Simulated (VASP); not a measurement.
Runs of VASP 6.6.1 on Ni. It takes space group Fm-3m (No. 225, cubic). Conventional cell: a = 3.571 Å, b = 3.571 Å, c = 3.571 Å, α = 90.00°, β = 90.00°, γ = 90.00°. Ni (site symmetry m-3m) has 12 Ni at 2.53 Å within 3.3 Å. 

| fixed moment (μB) | pressure (GPa) | moment (μB) |
| --- | --- | --- |
| 0.24 | -8.3 | 0.24 |
| 0.98 | (a) | 0.98 |
| 1.47 | 2.4 | 1.47 |
| 1.22 | (b) | 1.22 |
| 1.96 | 15.1 | 1.96 |

Alike in all rows: task single point; level PBE; potentials or basis VASP PAW PBE potentials, release 64 (Ni); spin collinear, ferromagnetic start; cell as given; k mesh 12 × 12 × 12; cutoff (eV) 520; smearing fermi-dirac 0.1 eV.

Problem. Estimate the missing entries.

Solution. (a) -4.8; (b) -1.8.

Caveats: the total moment is fixed, so each spin has its own Fermi level.
